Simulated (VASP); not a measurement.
Runs of VASP 6.6.1 on P. The structure is that of space group Fm-3m (No. 225), or close to it. The cells are those of the table. 

```csv
cell,k mesh,gap on the mesh (eV),pressure (GPa)
"a = 2.717 Å, angles 60.0°, 1 atom",16 × 16 × 16,none,3.8
"a = 2.790 Å, angles 60.0°, 1 atom",16 × 16 × 16,none,-3.5
"a = 2.754 Å, angles 60.0°, 1 atom",23 × 23 × 23,none,-0.6
"a = 2.754 Å, angles 60.0°, 1 atom",16 × 16 × 16,none,-0.2
"a = 2.860 Å, angles 60.0°, 1 atom",16 × 16 × 16,none,(b)
"a = 2.825 Å, angles 60.0°, 1 atom",16 × 16 × 16,none,-6.2
"a = 2.678 Å, angles 60.0°, 1 atom",16 × 16 × 16,none,8.5
"a = 2.639 Å, angles 60.0°, 1 atom",16 × 16 × 16,none,(a)
```

Alike in all rows: task single point; level RPBE; potentials or basis VASP PAW PBE potentials, release 64 (P); no spin polarisation; cutoff (eV) 520; smearing fermi-dirac 0.1 eV.

Problem. Estimate the missing entries.

Solution. (a) 14.1; (b) -8.3.

Caveats: the PAW data sets were made with another functional, which shifts forces and pressure a little.

A gap of «none» marks levels without a gap at the run's occupations.
